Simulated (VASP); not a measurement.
# Ir (I4/mmm) in VASP: further runs

The runs below take Ir through single point, with LDA.

Program: VASP 6.6.1. These are calculated values, not measurements. Logs are shortened: lines on timing, memory, paths and dates and some standing lists are left out, and cuts for length are marked.

## (1) The cell of the first run

Symmetry: I4/mmm, No. 139, tetragonal system. Conventional cell: a = 2.419 Å, b = 2.419 Å, c = 4.837 Å, α = 90.00°, β = 90.00°, γ = 90.00°. Within 3.2 Å of Ir (site symmetry 4/mmm) lie 12 Ir at 2.42 to 2.96 Å.

## (2) Single point, LDA

INCAR reads:

```
PREC = Accurate
ENCUT = 520
EDIFF = 1E-6
ISMEAR = 0
SIGMA = 0.15
LREAL = False
LASPH = True
NELM = 80
ALGO = Fast
ISIF = 2
LWAVE = False
LCHARG = False
GGA = CA
NBANDS = 10
```

KPOINTS reads:

```
regular mesh
0
Gamma
  8 8 8
```

POSCAR reads:

```
Ir
1.0
    0.0000000000      1.7103443674      2.4184269355
    1.7103443674      0.0000000000      2.4184269355
    1.7103443674      1.7103443674      0.0000000000
Ir
1
Direct
    0.0000000000      0.0000000000      0.0000000000
```

Potentials or basis: VASP PAW LDA potentials, release 64 (Ir).

The run is started by

```console
cat potpaw_LDA.64/Ir/POTCAR > POTCAR
mpirun -np 1 vasp_std > vasp.out
```

OUTCAR:

```text
PREC = Accurate
   ENCUT = 520
   EDIFF = 1E-6
   ISMEAR = 0
   LREAL = False
   LASPH = True
   NELM = 80
   ISIF = 2
   GGA = CA

 ion  position               nearest neighbor table
   1  0.000  0.000  0.000-

  LATTYP: Found a body centered tetragonal cell.
 ALAT       =     2.4187922007
 C/A-ratio  =     1.9996979772

  Lattice vectors:

 A1 = (  -1.7103443674,   0.0000000000,   2.4184269355)
 A2 = (   1.7103443674,   0.0000000000,   2.4184269355)
 A3 = (   0.0000000000,   1.7103443674,  -2.4184269355)

Analysis of symmetry for initial positions (statically):
=====================================================================
 Subroutine PRICEL returns:
 Original cell was already a primitive cell.

 Routine SETGRP: Setting up the symmetry group for a
 body centered tetragonal supercell.

 Subroutine GETGRP returns: Found 16 space group operations
 (whereof 16 operations were pure point group operations)
 out of a pool of 16 trial point group operations.

The static configuration has the point symmetry D_4h.

Analysis of symmetry for dynamics (positions and initial velocities):
=====================================================================
 Subroutine PRICEL returns:
 Original cell was already a primitive cell.

 Routine SETGRP: Setting up the symmetry group for a
 body centered tetragonal supercell.

 Subroutine GETGRP returns: Found 16 space group operations
 (whereof 16 operations were pure point group operations)
 out of a pool of 16 trial point group operations.

The dynamic configuration has the point symmetry D_4h.

 Subroutine INISYM returns: Found 16 space group operations
 (whereof 16 operations are pure point group operations),
 and found     1 'primitive' translations

----------------------------------------------------------------------------------------

                                     Primitive cell

  volume of cell :      14.1491

  direct lattice vectors                    reciprocal lattice vectors
     0.000000000  1.710344367  2.418426935    -0.292338788  0.292338788  0.206745961
     1.710344367  0.000000000  2.418426935     0.292338788 -0.292338788  0.206745961
     1.710344367  1.710344367  0.000000000     0.292338788  0.292338788 -0.206745961

  length of vectors
     2.962105112  2.962105112  2.418792201     0.462242173  0.462242173  0.462242173

  position of ions in fractional coordinates (direct lattice)
     0.000000000  0.000000000  0.000000000

  ion indices of the primitive-cell ions
   primitive index   ion index
                 1           1

----------------------------------------------------------------------------------------

 KPOINTS: regular mesh

Automatic generation of k-mesh.
 Grid dimensions read from file:
 generate k-points for:    8    8    8

 Generating k-lattice:

  Cartesian coordinates                     Fractional coordinates (reciprocal lattice)
    -0.036542349  0.036542349  0.025843245     0.125000000  0.000000000  0.000000000
     0.036542349 -0.036542349  0.025843245     0.000000000  0.125000000  0.000000000
     0.036542349  0.036542349 -0.025843245     0.000000000  0.000000000  0.125000000

  Length of vectors
     0.057780272  0.057780272  0.057780272

  Shift w.r.t. Gamma in fractional coordinates (k-lattice)
     0.000000000  0.000000000  0.000000000

 Subroutine IBZKPT returns following result:
 ===========================================

 Found     59 irreducible k-points:

 Following reciprocal coordinates:
            Coordinates               Weight
  0.000000  0.000000  0.000000      1.000000
  0.125000  0.000000  0.000000      8.000000
  0.250000  0.000000  0.000000      8.000000
  0.375000 -0.000000  0.000000      8.000000
  0.500000  0.000000  0.000000      4.000000
  0.125000  0.125000  0.000000      2.000000
[... 16 lines left out ...]
  0.250000 -0.000000  0.125000     16.000000
  0.375000 -0.000000  0.125000     16.000000
 [... further k-points ...]
   k-points           NKPTS =     59   k-points in BZ     NKDIM =     59   number of bands    NBANDS=     10
   number of dos      NEDOS =    301   number of ions     NIONS =      1
   total plane-waves  NPLWV =  10368
   dimension x,y,z NGX =    24 NGY =   24 NGZ =   18
   dimension x,y,z NGXF=    48 NGYF=   48 NGZF=   36
   ions per type =               1
   NGX,Y,Z   is equivalent  to a cutoff of  13.47, 13.47, 12.37 a.u.
   NGXF,Y,Z  is equivalent  to a cutoff of  26.94, 26.94, 24.74 a.u.
 SYSTEM =  unknown system
   PREC   = accura    normal or accurate (medium, high low for compatibility)
   ISTART =      0    job   : 0-new  1-cont  2-samecut
   ICHARG =      2    charge: 1-file 2-atom 10-const
   ISPIN  =      1    spin polarized calculation?
   LNONCOLLINEAR =      F non collinear calculations
   LSORBIT =      F    spin-orbit coupling
   LASPH  =      T    aspherical Exc in radial PAW
   ENCUT  =  520.0 eV  38.22 Ry    6.18 a.u.   5.51  5.51  4.50*2*pi/ulx,y,z
   NELM   =     80;   NELMIN=  2; NELMDL= -5     # of ELM steps
   EDIFF  = 0.1E-05   stopping-criterion for ELM
   LREAL  =      F    real-space projection
   EDIFFG = 0.1E-04   stopping-criterion for IOM
   NSW    =      0    number of steps for IOM
   IBRION =     -1    ionic relax: 0-MD 1-quasi-New 2-CG
   NFREE  =      0    steps in history (QN), initial steepest desc. (CG)
   ISIF   =      2    stress and relaxation
   ISYM   =      2    0-nonsym 1-usesym 2-fastsym
   POTIM  = 0.5000    time-step for ionic-motion
   TEBEG  =    0.0;   TEEND  =   0.0 temperature during run
   PSTRESS=    0.0 pullay stress
   NELECT =       9.0000    total number of electrons
   NUPDOWN=      -1.0000    fix difference up-down
   EMIN   =  10.00;   EMAX   =-10.00  energy-range for DOS
   EFERMI =   0.00;   METHOD = LEGACY
   ISMEAR =     0;   SIGMA  =   0.15  broadening in eV -4-tet -1-fermi 0-gaus
   EFERMI_NEDOS =   21; number of points for ismear=-14 and -15
   IALGO  =     68    algorithm
   IMIX   =      4    mixing-type and parameters
     AMIX     =   0.40;   BMIX     =  1.00
     AMIX_MAG =   1.60;   BMIX_MAG =  1.00
  volume/ion in A,a.u.               =      14.15        95.48
  Fermi-wavevector in a.u.,A,eV,Ry     =   1.407923  2.660589 26.970118  1.982248
  Thomas-Fermi vector in A             =   2.530133
   LORBIT       =      0    0 simple, 1 ext, 2 COOP (PROOUT), +10 PAW based schemes
   GGA     = CA    functional components
   LHFCALC =     F    Hartree Fock is set to
   AEXX    =    0.0000 exact exchange contribution
   IVDW    =     0    specifies the selected vdW correction
   LEPSILON=     F    determine dielectric tensor
   LRPA    =     F    only Hartree local field effects (RPA)
 non-spin polarized calculation
 RMM-DIIS sequential band-by-band and
 Gauss-broadening in eV      SIGMA  =   0.15
  energy-cutoff  :      520.00
  volume of cell :       14.15
 maximum number of plane-waves:       405
 NGX is ok and might be reduce to    24

 number of electron       9.0000000 magnetization

 Free energy of the ion-electron system (eV)
  ---------------------------------------------------
  ext. energy  EPLUGINS =         0.00000000
  ---------------------------------------------------
  free energy    TOTEN  =        -9.21974764 eV

  energy without entropy =       -9.20430012  energy(sigma->0) =       -9.21202388

 E-fermi :  10.2740     XC(G=0): -14.0742

 val. band max:       10.2036132560   @ k =  -0.2500   0.2500   0.1250
 cond. band min:      10.2833651307   @ k =  -0.1250   0.5000   0.3750
 fundamental gap:      0.0797518747
 Fermi energy:        10.2739726292

 k-point     1 :       0.0000    0.0000    0.0000
  band No.  band energies     occupation
      1      -0.7412      2.00000
      2       3.3495      2.00000
      3       5.5064      2.00000
      4       8.8631      2.00000
      5       8.8631      2.00000
      6      11.9127      0.00000
      7      24.4101      0.00000
      8      26.5989      0.00000
      9      33.6173      0.00000
     10      33.6173      0.00000

 k-point     2 :       0.1250    0.0000    0.0000
  band No.  band energies     occupation
      1      -0.0301      2.00000
      2       3.7976      2.00000
      3       5.7790      2.00000
      4       8.1310      2.00000
      5       9.0932      2.00000
      6      11.3063      0.00000
      7      25.2240      0.00000
      8      27.6823      0.00000
      9      30.3431      0.00000
     10      34.2389      0.00000

 k-point     3 :       0.2500    0.0000    0.0000
  band No.  band energies     occupation
      1       1.5163      2.00000
      2       4.6550      2.00000
      3       6.0916      2.00000
      4       8.1708      2.00000
      5       9.4464      2.00000
      6      10.2892      0.88592
      7      25.2366      0.00000
      8      25.2646      0.00000
      9      30.3374      0.00000
     10      32.8721      0.00000

 k-point     4 :       0.3750   -0.0000    0.0000
  band No.  band energies     occupation
      1       2.3828      2.00000
      2       4.4011      2.00000
      3       7.8675      2.00000
      4       8.6903      2.00000
      5      10.3751      0.34030
      6      10.6530      0.00035
      7      20.8578      0.00000
      8      23.1956      0.00000
      9      32.7008      0.00000
     10      33.0548      0.00000
[... 222 lines left out ...]
 k-point    22 :       0.1250    0.0000    0.1250
  band No.  band energies     occupation
      1       0.4408      2.00000
      2       4.3743      2.00000
      3       6.1714      2.00000
      4       7.8211      2.00000
      5       8.4767      2.00000
      6      10.6254      0.00092
      7      26.4090      0.00000
      8      28.2269      0.00000
      9      30.3626      0.00000
     10      33.3132      0.00000

 k-point    23 :       0.2500   -0.0000    0.1250
  band No.  band energies     occupation
      1       1.9134      2.00000
      2       5.3252      2.00000
      3       6.2473      2.00000
      4       7.7026      2.00000
      5       8.7786      2.00000
      6       9.5430      2.00000
      7      26.9124      0.00000
      8      27.5623      0.00000
      9      28.9826      0.00000
     10      32.5418      0.00000

 k-point    24 :       0.3750   -0.0000    0.1250
  band No.  band energies     occupation
      1       3.0451      2.00000
      2       5.1427      2.00000
      3       6.1398      2.00000
      4       8.1289      2.00000
      5      10.1308      1.82288
      6      11.0574      0.00000
      7      22.4394      0.00000
      8      25.0154      0.00000
      9      30.0985      0.00000
     10      33.3895      0.00000

 [... further k-points ...]

------------------------ aborting loop because EDIFF is reached ----------------------------------------

  FORCE on cell =-STRESS in cart. coord.  units (eV):
  Direction    XX          YY          ZZ          XY          YZ          ZX
  --------------------------------------------------------------------------------------
  -------------------------------------------------------------------------------------
  Total        5.1067182      5.1067182     -3.1598632      0.0000000      0.0000000      0.0000000
  in kB      578.2589765    578.2589765   -357.8069506      0.0000000      0.0000000      0.0000000
  external PRESSURE =     266.2370008 kB  Pullay stress =       0.0000000 kB

 VOLUME and BASIS-vectors are now :
 -----------------------------------------------------------------------------
  energy-cutoff  :      520.00
  volume of cell :       14.15
      direct lattice vectors                 reciprocal lattice vectors
     0.000000000  1.710344367  2.418426935    -0.292338788  0.292338788  0.206745961
     1.710344367  0.000000000  2.418426935     0.292338788 -0.292338788  0.206745961
     1.710344367  1.710344367  0.000000000     0.292338788  0.292338788 -0.206745961

 POSITION                                       TOTAL-FORCE (eV/Angst)
 -----------------------------------------------------------------------------------
      0.00000      0.00000      0.00000         0.000000      0.000000      0.000000
 -----------------------------------------------------------------------------------
    total drift:                               -0.000000     -0.000000     -0.000000

  FREE ENERGIE OF THE ION-ELECTRON SYSTEM (eV)
  ---------------------------------------------------
  free  energy   TOTEN  =        -9.2197476378 eV

  energy  without entropy=       -9.2043001185  energy(sigma->0) =       -9.21202388
```

Wall time 6.7 s (1 thread of AMD EPYC 9R45 (Zen 5), shared host); peak memory 0.1 GiB.

Results:

| Property | Result |
| --- | --- |
| Free energy | -9.2197 eV |
| Pressure | 26.6 GPa |

Stress tensor (GPa, compression positive):
```
 57.83   0.00   0.00
  0.00  57.83   0.00
  0.00   0.00 -35.78
```

Levels at points of the mesh, in eV from the Fermi level:
```csv
k point,band 1,band 2,band 3,band 4,band 5,band 6,band 7,band 8
"(0.00, 0.00, 0.00)",-11.02,-6.92,-4.77,-1.41,-1.41,1.64,14.14,16.32
"(0.50, 0.00, 0.00)",-7.86,-5.99,-1.98,-0.26,0.68,0.76,8.86,11.57
"(0.50, 0.50, 0.00)",-8.58,-7.84,-1.85,1.24,1.24,2.01,4.94,16.59
"(0.50, 0.00, 0.50)",-8.29,-6.56,-1.53,-0.15,4.46,4.71,9.52,12.35
```

Caveat: the k points lie up to 0.36 Å⁻¹ apart; spin-orbit coupling is left out, which moves the levels of the heavy elements.

## (3) Single point, LDA

This run uses another cell than the first one, of the same volume but with other edges.

Changes to INCAR since step 2:

```diff
@@ -8,3 +8,3 @@
 NELM = 80
-ALGO = Fast
+ALGO = Normal
 ISIF = 2
```

KPOINTS reads:

```
Automatic mesh
0
Gamma
  8 8 8
```

POSCAR reads:

```
Ir
1.0
    0.0000000000      2.0265643084      1.7225796622
    2.0265643084      0.0000000000      1.7225796622
    2.0265643084      2.0265643084      0.0000000000
Ir
1
Direct
    0.0000000000      0.0000000000      0.0000000000
```

Potentials or basis: VASP PAW LDA potentials, release 64 (Ir).

The run is started by

```console
cat potpaw_LDA.64/Ir/POTCAR > POTCAR
mpirun -np 1 vasp_std > vasp.out
```

OUTCAR:

```text
PREC = Accurate
   ENCUT = 520
   EDIFF = 1E-6
   ISMEAR = 0
   LREAL = False
   LASPH = True
   NELM = 80
   ISIF = 2
   GGA = CA

 ion  position               nearest neighbor table
   1  0.000  0.000  0.000-

  LATTYP: Found a body centered tetragonal cell.
 ALAT       =     2.8659947300
 C/A-ratio  =     1.2020815281

  Lattice vectors:

 A1 = (   0.0000000000,  -2.0265643084,  -1.7225796622)
 A2 = (   0.0000000000,   2.0265643084,  -1.7225796622)
 A3 = (   2.0265643084,   0.0000000000,   1.7225796622)

Analysis of symmetry for initial positions (statically):
=====================================================================
 Subroutine PRICEL returns:
 Original cell was already a primitive cell.

 Routine SETGRP: Setting up the symmetry group for a
 body centered tetragonal supercell.

 Subroutine GETGRP returns: Found 16 space group operations
 (whereof 16 operations were pure point group operations)
 out of a pool of 16 trial point group operations.

The static configuration has the point symmetry D_4h.

Analysis of symmetry for dynamics (positions and initial velocities):
=====================================================================
 Subroutine PRICEL returns:
 Original cell was already a primitive cell.

 Routine SETGRP: Setting up the symmetry group for a
 body centered tetragonal supercell.

 Subroutine GETGRP returns: Found 16 space group operations
 (whereof 16 operations were pure point group operations)
 out of a pool of 16 trial point group operations.

The dynamic configuration has the point symmetry D_4h.

 Subroutine INISYM returns: Found 16 space group operations
 (whereof 16 operations are pure point group operations),
 and found     1 'primitive' translations

----------------------------------------------------------------------------------------

                                     Primitive cell
[... 112 lines left out ...]
  Thomas-Fermi vector in A             =   2.530133
   LORBIT       =      0    0 simple, 1 ext, 2 COOP (PROOUT), +10 PAW based schemes
   GGA     = CA    functional components
   LHFCALC =     F    Hartree Fock is set to
   AEXX    =    0.0000 exact exchange contribution
   IVDW    =     0    specifies the selected vdW correction
   LEPSILON=     F    determine dielectric tensor
   LRPA    =     F    only Hartree local field effects (RPA)
 non-spin polarized calculation
 Gauss-broadening in eV      SIGMA  =   0.15
  energy-cutoff  :      520.00
  volume of cell :       14.15
 maximum number of plane-waves:       410
   NGX =  9   NGY =  9   NGZ = 11

 number of electron       9.0000001 magnetization

 Free energy of the ion-electron system (eV)
  ---------------------------------------------------
  ext. energy  EPLUGINS =         0.00000000
  ---------------------------------------------------
  free energy    TOTEN  =       -10.01555369 eV

  energy without entropy =       -9.99581310  energy(sigma->0) =      -10.00568339

 E-fermi :  10.2914     XC(G=0): -14.1319

 val. band max:       10.2703291863   @ k =   0.5000   0.3750   0.1250
 cond. band min:      10.2947956895   @ k =  -0.3750   0.1250   0.5000
 fundamental gap:      0.0244665032
 Fermi energy:        10.2914125711

 k-point     1 :       0.0000    0.0000    0.0000
  band No.  band energies     occupation
      1      -0.7951      2.00000
      2       5.9897      2.00000
      3       5.9897      2.00000
      4       7.7201      2.00000
      5       7.8565      2.00000
      6      10.0735      1.96010
      7      25.1329      0.00000
      8      28.5456      0.00000
      9      28.5456      0.00000
     10      34.3005      0.00000
[... 287 lines left out ...]
 k-point    24 :       0.3750    0.0000    0.1250
  band No.  band energies     occupation
      1       2.5821      2.00000
      2       5.6037      2.00000
      3       5.8501      2.00000
      4       7.9981      2.00000
      5      10.3921      0.34236
      6      10.6779      0.00027
      7      22.3751      0.00000
      8      25.9385      0.00000
      9      30.1972      0.00000
     10      31.6082      0.00000

 [... further k-points ...]

------------------------ aborting loop because EDIFF is reached ----------------------------------------

  FORCE on cell =-STRESS in cart. coord.  units (eV):
  Direction    XX          YY          ZZ          XY          YZ          ZX
  --------------------------------------------------------------------------------------
  -------------------------------------------------------------------------------------
  Total       -1.2441517     -1.2441517      2.4989255      0.0000000      0.0000000      0.0000000
  in kB     -140.8814607   -140.8814607    282.9657089      0.0000000      0.0000000      0.0000000
  external PRESSURE =       0.4009291 kB  Pullay stress =       0.0000000 kB

 VOLUME and BASIS-vectors are now :
 -----------------------------------------------------------------------------
  energy-cutoff  :      520.00
  volume of cell :       14.15
      direct lattice vectors                 reciprocal lattice vectors
     0.000000000  2.026564308  1.722579662    -0.246722987  0.246722987  0.290262338
     2.026564308  0.000000000  1.722579662     0.246722987 -0.246722987  0.290262338
     2.026564308  2.026564308  0.000000000     0.246722987  0.246722987 -0.290262338

 POSITION                                       TOTAL-FORCE (eV/Angst)
 -----------------------------------------------------------------------------------
      0.00000      0.00000      0.00000         0.000000      0.000000     -0.000000
 -----------------------------------------------------------------------------------
    total drift:                                0.000000      0.000000     -0.000000

  FREE ENERGIE OF THE ION-ELECTRON SYSTEM (eV)
  ---------------------------------------------------
  free  energy   TOTEN  =       -10.0155536876 eV

  energy  without entropy=       -9.9958130988  energy(sigma->0) =      -10.00568339
```

It took 4.1 s on 1 thread of AMD EPYC 9R45 (Zen 5), shared host; peak memory 0.1 GiB.

Results:

* Free energy: -10.0156 eV
* Pressure: 0.0 GPa

Levels at points of the mesh, in eV from the Fermi level:
| k point | band 1 | band 2 | band 3 | band 4 | band 5 | band 6 | band 7 | band 8 |
| --- | --- | --- | --- | --- | --- | --- | --- | --- |
| (0.00, 0.00, 0.00) | -11.09 | -4.30 | -4.30 | -2.57 | -2.43 | -0.22 | 14.84 | 18.25 |
| (0.50, 0.00, 0.00) | -8.07 | -5.03 | -2.64 | -0.62 | 0.24 | 1.59 | 7.52 | 13.53 |
| (0.50, 0.50, 0.00) | -7.72 | -7.48 | 0.94 | 1.54 | 1.54 | 4.30 | 9.81 | 9.81 |
| (0.50, 0.00, 0.50) | -7.95 | -7.01 | 0.51 | 0.52 | 0.69 | 2.15 | 9.26 | 11.99 |

Caveat: spin-orbit coupling is left out, which moves the levels of the heavy elements.

(Part 1 of 2 ends here.)
